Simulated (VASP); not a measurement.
# Fe2O3 (Hematite): single point with PBE

Fe2O3 (Hematite):

```
Fe O
1.0
     2.38650    1.37785    4.43454
    -2.38650    1.37785    4.43454
     0.00000   -2.75570    4.43454
Fe O
4 6
Direct
  0.34545 0.34545 0.34545
  0.15455 0.15455 0.15455
  0.65455 0.65455 0.65455
  0.84545 0.84545 0.84545
  0.56322 0.93678 0.25000
  0.25000 0.56322 0.93678
  0.93678 0.25000 0.56322
  0.43678 0.06322 0.75000
  0.75000 0.43678 0.06322
  0.06322 0.75000 0.43678
```

```yaml
Program: VASP 6.6.1
Task: single point
Functional: PBE
Potentials_or_basis: VASP PAW PBE potentials, release 64 (Fe, O)
Cutoff: 520 eV
k_mesh: 6 × 6 × 6
Occupations: gaussian, width 0.05 eV
Spin: collinear spin, ferromagnetic start
Starting_moments: "[0.95, 0.95, 0.95, 0.95, 0.0, 0.0, 0.0, 0.0, 0.0, 0.0] μB"
```

The pressure is 1.7 GPa and the largest force is 0.042 eV/Å. The band gap on the k mesh is zero (filled and empty bands overlap), the net moment is 4.00 μB per cell and the site moments are Fe +0.94; O +0.03 μB. The valence electrons inside the program's atomic spheres are Fe 7.37; O 5.01.

Forces on the atoms (eV/Å):
```
Fe   0.000  0.000  0.042
Fe   0.000  0.000 -0.042
Fe   0.000  0.000 -0.042
Fe   0.000  0.000  0.042
O    0.022  0.000  0.000
O   -0.011  0.019  0.000
O   -0.011 -0.019  0.000
O   -0.022  0.000  0.000
O    0.011 -0.019  0.000
O    0.011  0.019  0.000
```

Levels at points of the mesh, in eV from the Fermi level:
Spin up:
```tsv
k point	band 34	band 35	band 36	band 37	band 38	band 39
(0.00, 0.00, 0.00)	-0.61	-0.55	-0.55	0.44	0.44	0.61
(0.50, 0.00, 0.00)	-0.96	-0.84	-0.84	1.00	1.00	1.21
(0.50, 0.50, 0.00)	-0.83	-0.73	-0.73	0.32	0.47	0.68
(0.50, 0.50, 0.50)	-0.84	-0.84	-0.84	1.06	1.06	1.06
```
Spin down:
```tsv
k point	band 28	band 29	band 30	band 31	band 32	band 33	band 34	band 35	band 36	band 37
(0.00, 0.00, 0.00)	-0.76	-0.76	-0.66	-0.66	-0.30	0.30	0.30	0.46	0.90	1.07
(0.50, 0.00, 0.00)	-0.39	-0.34	-0.34	-0.10	-0.10	-0.02	-0.02	0.45	0.45	1.51
(0.50, 0.50, 0.00)	-0.98	-0.49	-0.35	-0.26	-0.06	0.07	0.32	0.40	0.57	0.89
(0.50, 0.50, 0.50)	-0.80	-0.07	-0.07	-0.04	-0.04	-0.04	-0.04	0.05	0.05	1.56
```

Run time: 16 min on 1 thread of AMD EPYC 7R13 (shared host), peak memory 0.37 GiB.

Caveat: semilocal functionals often make such compounds metallic where correlation or magnetic order opens a gap, which also shifts bond lengths; only a ferromagnetic start was run, and an antiferromagnetic order may lie lower in energy. With open d or f shells a metallic result of PBE can be an artefact of self-interaction; +U or a hybrid may open a gap.
